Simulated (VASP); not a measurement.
Set up this calculation in VASP 6.6.1, as the native input.

```
Task                   : single point
Functional             : r2SCAN
Dispersion             : D3(BJ)
Potentials or basis    : VASP PAW PBE potentials, release 64 (Ni, O)
Cutoff                 : 520 eV
k mesh                 : 11 × 11 × 11
Occupations            : fermi-dirac, width 0.05 eV
Spin                   : collinear spin, ferromagnetic start
Starting moments       : [1.0, 0.0] μB
Dipole correction      : no
Further INCAR settings : ALGO = Normal; EDIFF = 1e-06; NBANDS = 19
```

The system is NiO.

```
Ni O
1.0
     0.00000    2.12681    2.12681
     2.12681    0.00000    2.12681
     2.12681    2.12681    0.00000
Ni O
1 1
Direct
  0.00000 0.00000 0.00000
  0.50000 0.50000 0.50000
```

The input as run:

POSCAR

```
NiO
1.0
    0.0000000000      2.1268120599      2.1268120599
    2.1268120599      0.0000000000      2.1268120599
    2.1268120599      2.1268120599      0.0000000000
Ni O
1 1
Direct
    0.0000000000      0.0000000000      0.0000000000
    0.5000000000      0.5000000000      0.5000000000
```

INCAR.step1

```
PREC = Accurate
ENCUT = 520
ISMEAR = -1
SIGMA = 0.05
LREAL = F
LASPH = T
NELM = 150
ISPIN = 2
MAGMOM = 1 0
LMAXMIX = 4
NBANDS = 19
GGA = PE
ALGO = Normal
EDIFF = 1E-4
LWAVE = T
LCHARG = F
```

INCAR.step2

```
PREC = Accurate
ENCUT = 520
EDIFF = 1E-6
ISMEAR = -1
SIGMA = 0.05
LREAL = F
LASPH = T
NELM = 150
ALGO = Normal
ISIF = 2
LWAVE = F
LCHARG = F
ISPIN = 2
MAGMOM = 1 0
LORBIT = 11
LMAXMIX = 4
METAGGA = R2SCAN
LMIXTAU = T
IVDW = 12
VDW_S6 = 1.0
VDW_S8 = 0.78981345
VDW_A1 = 0.49484001
VDW_A2 = 5.73083694
NBANDS = 19
ISTART = 1
```

KPOINTS

```
regular mesh
0
Gamma
  11 11 11
```

Potentials or basis: VASP PAW PBE potentials, release 64 (Ni, O).

Launch:

```console
$ cat potpaw_PBE.64/Ni/POTCAR potpaw_PBE.64/O/POTCAR > POTCAR
$ cp INCAR.step1 INCAR
$ mpirun -np 1 vasp_std > vasp.out
$ cp INCAR.step2 INCAR
$ mpirun -np 1 vasp_std > vasp.out
```

It gave:

The pressure is -10.8 GPa and the band gap on the k mesh is 0.92 eV, indirect (least direct gap 1.76 eV). The net moment is 2.00 μB per cell. The site moments are Ni +1.70; O +0.27 μB and the valence electrons inside the program's atomic spheres are Ni 8.83; O 5.02. The dispersion energy per atom is -0.120 eV.

Caveat: the PAW data sets were made with another functional, which shifts forces and pressure a little; a cell with one magnetic atom can't hold antiferromagnetic order, which such compounds often take.

Run time: 3.3 min on 1 thread of Intel Xeon 8259CL, with other jobs on the host, peak memory 0.19 GiB.
